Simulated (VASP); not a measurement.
# Ni in VASP: notebook

Ni is run at these levels: PBE; tasks: single point.

All numbers are computed with VASP 6.6.1; they aren't measurements. Logs are shortened: lines on timing, memory, paths and dates and some standing lists are left out, and cuts for length are marked.

**1. The cell of the first run**

The cell holds a slab with vacuum, 4 atoms: a = 2.489 Å, b = 2.489 Å, c = 21.281 Å, α = 90.00°, β = 90.00°, γ = 90.00°.

**2. Single point, PBE, collinear spin, ferromagnetic start**

File INCAR:

```
PREC = Accurate ; ENCUT = 520
EDIFF = 1E-6 ; ISMEAR = -1
SIGMA = 0.1 ; LREAL = False
LASPH = True ; NELM = 150
ALGO = Normal ; ISIF = 2
LWAVE = False ; LCHARG = False
ISPIN = 2 ; MAGMOM = 1 1 1 1
LORBIT = 11 ; LMAXMIX = 4
LDIPOL = True ; IDIPOL = 3
DIPOL = 0.5 0.5 0.500 ; GGA = PE
NBANDS = 32
```

File KPOINTS:

```
regular mesh
0
Gamma
  16 16 1
```

File POSCAR:

```
Ni
1.0
    2.4893873964      0.0000000000      0.0000000000
    0.0000000000      2.4893873964      0.0000000000
    0.0000000000      0.0000000000     21.2808000000
Ni
4
Direct
    0.2500000000      0.2500000000      0.3783360471
    0.7500000000      0.7500000000      0.4580019182
    0.2500000000      0.2500000000      0.5419981692
    0.7500000000      0.7500000000      0.6216638649
```

Potentials or basis: VASP PAW PBE potentials, release 64 (Ni).

On the command line:

```console
$ cat potpaw_PBE.64/Ni/POTCAR > POTCAR
$ mpirun -np 1 vasp_std > vasp.out
```

OUTCAR:

```text
PREC = Accurate
   ENCUT = 520
   EDIFF = 1E-6
   ISMEAR = -1
   LREAL = False
   LASPH = True
   NELM = 150
   ISIF = 2
   ISPIN = 2
   LORBIT = 11
   GGA = PE

 ion  position               nearest neighbor table
   1  0.250  0.250  0.378-   2 2.44   2 2.44   2 2.44   2 2.44
   2  0.750  0.750  0.458-   1 2.44   1 2.44   1 2.44   1 2.44   3 2.51   3 2.51   3 2.51   3 2.51

   3  0.250  0.250  0.542-   4 2.44   4 2.44   4 2.44   4 2.44   2 2.51   2 2.51   2 2.51   2 2.51

   4  0.750  0.750  0.622-   3 2.44   3 2.44   3 2.44   3 2.44

  LATTYP: Found a simple tetragonal cell.
 ALAT       =     2.4893873964
 C/A-ratio  =     8.5486092003

  Lattice vectors:

 A1 = (   2.4893873964,   0.0000000000,   0.0000000000)
 A2 = (   0.0000000000,   2.4893873964,   0.0000000000)
 A3 = (   0.0000000000,   0.0000000000,  21.2808000000)

Analysis of symmetry for initial positions (statically):
=====================================================================
 Subroutine PRICEL returns:
 Original cell was already a primitive cell.

 Routine SETGRP: Setting up the symmetry group for a
 simple tetragonal supercell.

 Subroutine GETGRP returns: Found 16 space group operations
 (whereof  4 operations were pure point group operations)
 out of a pool of 16 trial point group operations.

The static configuration has the point symmetry C_2h.
 The point group associated with its full space group is D_4h.

Analysis of symmetry for dynamics (positions and initial velocities):
=====================================================================
 Subroutine PRICEL returns:
 Original cell was already a primitive cell.

 Routine SETGRP: Setting up the symmetry group for a
 simple tetragonal supercell.

 Subroutine GETGRP returns: Found 16 space group operations
 (whereof  4 operations were pure point group operations)
 out of a pool of 16 trial point group operations.

The dynamic configuration has the point symmetry C_2h.
 The point group associated with its full space group is D_4h.

Analysis of structural, dynamic, and magnetic symmetry:
=====================================================================
 Subroutine PRICEL returns:
 Original cell was already a primitive cell.

 Routine SETGRP: Setting up the symmetry group for a
 simple tetragonal supercell.

 Subroutine GETGRP returns: Found 16 space group operations
 (whereof  4 operations were pure point group operations)
 out of a pool of 16 trial point group operations.

The overall configuration has the point symmetry C_2h.
 The point group associated with its full space group is D_4h.

 Subroutine INISYM returns: Found 16 space group operations
 (whereof  4 operations are pure point group operations),
 and found     1 'primitive' translations

----------------------------------------------------------------------------------------

                                     Primitive cell

  volume of cell :     131.8782

  direct lattice vectors                    reciprocal lattice vectors
     2.489387396  0.000000000  0.000000000     0.401705255  0.000000000  0.000000000
     0.000000000  2.489387396  0.000000000     0.000000000  0.401705255  0.000000000
     0.000000000  0.000000000 21.280800000     0.000000000  0.000000000  0.046990715

  length of vectors
     2.489387396  2.489387396 21.280800000     0.401705255  0.401705255  0.046990715

  position of ions in fractional coordinates (direct lattice)
     0.250000000  0.250000000  0.378336047
     0.750000000  0.750000000  0.458001918
     0.250000000  0.250000000  0.541998169
     0.750000000  0.750000000  0.621663865

  ion indices of the primitive-cell ions
   primitive index   ion index
                 1           1
                 2           2
                 3           3
                 4           4

----------------------------------------------------------------------------------------

 KPOINTS: regular mesh

Automatic generation of k-mesh.
 Grid dimensions read from file:
 generate k-points for:   16   16    1

 Generating k-lattice:

  Cartesian coordinates                     Fractional coordinates (reciprocal lattice)
     0.025106578  0.000000000  0.000000000     0.062500000  0.000000000  0.000000000
     0.000000000  0.025106578  0.000000000     0.000000000  0.062500000  0.000000000
     0.000000000  0.000000000  0.046990715     0.000000000  0.000000000  1.000000000

  Length of vectors
     0.025106578  0.025106578  0.046990715

  Shift w.r.t. Gamma in fractional coordinates (k-lattice)
     0.000000000  0.000000000  0.000000000

 Subroutine IBZKPT returns following result:
 ===========================================

 Found     45 irreducible k-points:

 Following reciprocal coordinates:
            Coordinates               Weight
  0.000000  0.000000  0.000000      1.000000
  0.062500  0.000000  0.000000      4.000000
  0.125000  0.000000  0.000000      4.000000
  0.187500  0.000000  0.000000      4.000000
  0.250000  0.000000  0.000000      4.000000
  0.312500  0.000000  0.000000      4.000000
[... 16 lines left out ...]
  0.437500  0.125000  0.000000      8.000000
  0.500000  0.125000  0.000000      4.000000
 [... further k-points ...]
   k-points           NKPTS =     45   k-points in BZ     NKDIM =     45   number of bands    NBANDS=     32
   number of dos      NEDOS =    301   number of ions     NIONS =      4
   total plane-waves  NPLWV =  64000
   dimension x,y,z NGX =    20 NGY =   20 NGZ =  160
   dimension x,y,z NGXF=    40 NGYF=   40 NGZF=  320
   ions per type =               4
   NGX,Y,Z   is equivalent  to a cutoff of  13.36, 13.36, 12.50 a.u.
   NGXF,Y,Z  is equivalent  to a cutoff of  26.71, 26.71, 25.00 a.u.
 SYSTEM =  unknown system
   PREC   = accura    normal or accurate (medium, high low for compatibility)
   ISTART =      0    job   : 0-new  1-cont  2-samecut
   ICHARG =      2    charge: 1-file 2-atom 10-const
   ISPIN  =      2    spin polarized calculation?
   LNONCOLLINEAR =      F non collinear calculations
   LSORBIT =      F    spin-orbit coupling
   LASPH  =      T    aspherical Exc in radial PAW
   ENCUT  =  520.0 eV  38.22 Ry    6.18 a.u.   4.63  4.63 39.57*2*pi/ulx,y,z
   NELM   =    150;   NELMIN=  2; NELMDL= -5     # of ELM steps
   EDIFF  = 0.1E-05   stopping-criterion for ELM
   LREAL  =      F    real-space projection
[... 7 lines left out ...]
   TEBEG  =    0.0;   TEEND  =   0.0 temperature during run
   PSTRESS=    0.0 pullay stress
   NELECT =      40.0000    total number of electrons
   NUPDOWN=      -1.0000    fix difference up-down
   EMIN   =  10.00;   EMAX   =-10.00  energy-range for DOS
   EFERMI =   0.00;   METHOD = LEGACY
   ISMEAR =    -1;   SIGMA  =   0.10  broadening in eV -4-tet -1-fermi 0-gaus
   EFERMI_NEDOS =   21; number of points for ismear=-14 and -15
   IALGO  =     38    algorithm
   IMIX   =      4    mixing-type and parameters
     AMIX     =   0.40;   BMIX     =  1.00
     AMIX_MAG =   1.60;   BMIX_MAG =  1.00
  volume/ion in A,a.u.               =      32.97       222.49
  Fermi-wavevector in a.u.,A,eV,Ry     =   1.099944  2.078593 16.461369  1.209876
  Thomas-Fermi vector in A             =   2.236347
   LORBIT       =     11    0 simple, 1 ext, 2 COOP (PROOUT), +10 PAW based schemes
   GGA     = PE    functional components
   LHFCALC =     F    Hartree Fock is set to
   AEXX    =    0.0000 exact exchange contribution
   IVDW    =     0    specifies the selected vdW correction
   LEPSILON=     F    determine dielectric tensor
   LRPA    =     F    only Hartree local field effects (RPA)
 spin polarized calculation
  energy-cutoff  :      520.00
  volume of cell :      131.88
 maximum number of plane-waves:      3609
 NGX is ok and might be reduce to    20
   NGX =  9   NGY =  9   NGZ = 79

 number of electron      39.9999971 magnetization       2.6636951

 dipolmoment           0.000000      0.000000     -0.000000 electrons x Angstroem

 Free energy of the ion-electron system (eV)
  ---------------------------------------------------
  ext. energy  EPLUGINS =         0.00000000
  ---------------------------------------------------
  free energy    TOTEN  =       -20.28967082 eV

  energy without entropy =      -20.05155863  energy(sigma->0) =      -20.17061472

 E-fermi :  -0.0957     XC(G=0):  -5.2856

 val. band max:       -0.0959233249   @ k =   0.3125   0.0000   0.0000
 cond. band min:      -0.0921623309   @ k =   0.5000   0.4375   0.0000
 fundamental gap:      0.0037609941
 Fermi energy:        -0.0957469392

 spin component 1

 k-point     1 :       0.0000    0.0000    0.0000
  band No.  band energies     occupation
      1      -8.5019      1.00000
      2      -6.8132      1.00000
      3      -4.8689      1.00000
      4      -4.5880      1.00000
      5      -4.1002      1.00000
      6      -3.6094      1.00000
[... 829 lines left out ...]
     31      11.0696      0.00000
     32      11.0696      0.00000

 [... further k-points ...]

 spin component 2

 k-point     1 :       0.0000    0.0000    0.0000
  band No.  band energies     occupation
      1      -8.5294      1.00000
      2      -6.8215      1.00000
      3      -4.7516      1.00000
      4      -4.2674      1.00000
      5      -3.5065      1.00000
      6      -2.9770      1.00000
[... 829 lines left out ...]
     31      11.0346      0.00000
     32      11.0346      0.00000

 [... further k-points ...]

------------------------ aborting loop because EDIFF is reached ----------------------------------------

 vacuum level on the upper side and lower side of the slab       (xc-potential included)         0.005         0.005

  FORCE on cell =-STRESS in cart. coord.  units (eV):
  Direction    XX          YY          ZZ          XY          YZ          ZX
  --------------------------------------------------------------------------------------
  -------------------------------------------------------------------------------------
  Total       -1.4179791     -1.4179791      0.0056901      0.0000000     -0.0000000      0.0000000
  in kB      -17.2269136    -17.2269136      0.0691284      0.0000000     -0.0000000      0.0000000
  external PRESSURE =     -11.4615663 kB  Pullay stress =       0.0000000 kB

 VOLUME and BASIS-vectors are now :
 -----------------------------------------------------------------------------
  energy-cutoff  :      520.00
  volume of cell :      131.88
      direct lattice vectors                 reciprocal lattice vectors
     2.489387396  0.000000000  0.000000000     0.401705255  0.000000000  0.000000000
     0.000000000  2.489387396  0.000000000     0.000000000  0.401705255  0.000000000
     0.000000000  0.000000000 21.280800000     0.000000000  0.000000000  0.046990715

 POSITION                                       TOTAL-FORCE (eV/Angst)
 -----------------------------------------------------------------------------------
      0.62235      0.62235      8.05129         0.000000     -0.000000     -0.004298
      1.86704      1.86704      9.74665        -0.000000     -0.000000      0.006826
      0.62235      0.62235     11.53415         0.000000      0.000000     -0.006826
      1.86704      1.86704     13.22950        -0.000000      0.000000      0.004298
 -----------------------------------------------------------------------------------
    total drift:                               -0.000000      0.000000     -0.000089

  FREE ENERGIE OF THE ION-ELECTRON SYSTEM (eV)
  ---------------------------------------------------
  free  energy   TOTEN  =       -20.2896708182 eV

  energy  without entropy=      -20.0515586279  energy(sigma->0) =      -20.17061472

 vacuum level on the upper side and lower side of the slab         4.776         4.776

 total charge

# of ion       s       p       d       tot
------------------------------------------
    1        0.479   0.351   8.325   9.155
    2        0.498   0.504   8.316   9.318
    3        0.498   0.504   8.316   9.318
    4        0.479   0.351   8.325   9.155
--------------------------------------------------
tot          1.953   1.711  33.283  36.946

 magnetization (x)

# of ion       s       p       d       tot
------------------------------------------
    1       -0.003  -0.018   0.738   0.717
    2       -0.007  -0.024   0.676   0.644
    3       -0.007  -0.024   0.676   0.644
    4       -0.003  -0.018   0.738   0.717
--------------------------------------------------
tot         -0.020  -0.085   2.828   2.723
```

It took 12 min on 1 thread of Intel Xeon 8259CL, shared host; peak memory 0.42 GiB.

What came out:

```
Free energy                                           : -20.2897 eV
Largest force                                         : 0.007 eV/Å
Net moment                                            : 2.66 μB per cell
Site moments                                          : Ni +0.72, +0.64 (each value once) μB
Valence electrons inside the program's atomic spheres : Ni 9.15, 9.32 (each value once)
```

Forces on the atoms (eV/Å):
```
Ni   0.000  0.000 -0.004
Ni   0.000  0.000  0.007
Ni   0.000  0.000 -0.007
Ni   0.000  0.000  0.004
```

Levels at points of the mesh, in eV from the Fermi level:
Spin up:
```tsv
k point	band 17	band 18	band 19	band 20	band 21	band 22	band 23	band 24	band 25	band 26
(0.00, 0.00, 0.00)	-0.99	-0.91	-0.91	-0.66	-0.56	-0.53	-0.53	0.23	1.87	4.77
(0.50, 0.00, 0.00)	-0.96	-0.96	-0.62	-0.62	0.60	0.60	1.01	1.01	4.58	4.58
(0.50, 0.50, 0.00)	-0.47	-0.47	-0.22	-0.22	3.48	3.48	5.85	5.85	9.05	9.05
```
Spin down:
```tsv
k point	band 14	band 15	band 16	band 17	band 18	band 19	band 20	band 21	band 22	band 23
(0.00, 0.00, 0.00)	-0.90	-0.71	-0.55	-0.29	-0.08	-0.08	0.13	0.20	0.32	0.33
(0.50, 0.00, 0.00)	-1.06	-0.55	-0.55	-0.13	-0.13	0.19	0.19	0.89	0.89	1.47
(0.50, 0.50, 0.00)	-0.05	0.03	0.03	0.35	0.35	0.63	0.63	3.53	3.53	5.98
```

**3. Single point, PBE, collinear spin, ferromagnetic start**

File INCAR:

```
  PREC = Accurate
  ENCUT = 520
  EDIFF = 1E-6
  ISMEAR = -1
  SIGMA = 0.1
  LREAL = False
  LASPH = True
  NELM = 150
  ALGO = Normal
  ISIF = 2
  LWAVE = False
  LCHARG = False
  ISPIN = 2
  MAGMOM = 1 1 1 1
  LORBIT = 11
  LMAXMIX = 4
  LDIPOL = True
  IDIPOL = 3
  DIPOL = 0.5 0.5 0.500
  GGA = PE
  NBANDS = 32
```

KPOINTS is that of step 2.

File POSCAR:

```
Ni
1.0
    2.4893867674      0.0000000000      0.0000000000
    0.0000000000      2.4893867674      0.0000000000
    0.0000000000      0.0000000000     21.2808000000
Ni
4
Direct
    0.2500000000      0.2500000000      0.3783360001
    0.7500000000      0.7500000000      0.4580018985
    0.2500000000      0.2500000000      0.5419981855
    0.7500000000      0.7500000000      0.6216639153
```

Potentials or basis: VASP PAW PBE potentials, release 64 (Ni).

On the command line:

```console
$ cat potpaw_PBE.64/Ni/POTCAR > POTCAR
$ mpirun -np 1 vasp_std > vasp.out
```

Wall time 11 min (1 thread of Intel Xeon 8259CL, shared host); peak memory 0.46 GiB.

It converged, with:

```yaml
Free_energy: -20.2897 eV
Largest_force: 0.007 eV/Å
Net_moment: 2.66 μB per cell
Site_moments: Ni +0.72, +0.64 (each value once) μB
Valence_electrons_inside_the_program's_atomic_spheres: Ni 9.15, 9.32 (each value once)
```

Forces in eV/Å, atoms in the order of the input:
```
Ni   0.000  0.000 -0.004
Ni   0.000  0.000  0.007
Ni   0.000  0.000 -0.007
Ni   0.000  0.000  0.004
```

Levels at points of the mesh, in eV from the Fermi level:
Spin up:
```csv
k point,band 18,band 19,band 20,band 21,band 22,band 23,band 24,band 25
"(0.00, 0.00, 0.00)",-0.91,-0.91,-0.66,-0.56,-0.53,-0.53,0.23,1.87
"(0.50, 0.00, 0.00)",-0.96,-0.62,-0.62,0.60,0.60,1.01,1.01,4.58
"(0.50, 0.50, 0.00)",-0.47,-0.22,-0.22,3.48,3.48,5.85,5.85,9.05
```
Spin down:
```csv
k point,band 16,band 17,band 18,band 19,band 20,band 21
"(0.00, 0.00, 0.00)",-0.55,-0.29,-0.08,-0.08,0.13,0.20
"(0.50, 0.00, 0.00)",-0.55,-0.13,-0.13,0.19,0.19,0.89
"(0.50, 0.50, 0.00)",0.03,0.35,0.35,0.63,0.63,3.53
```
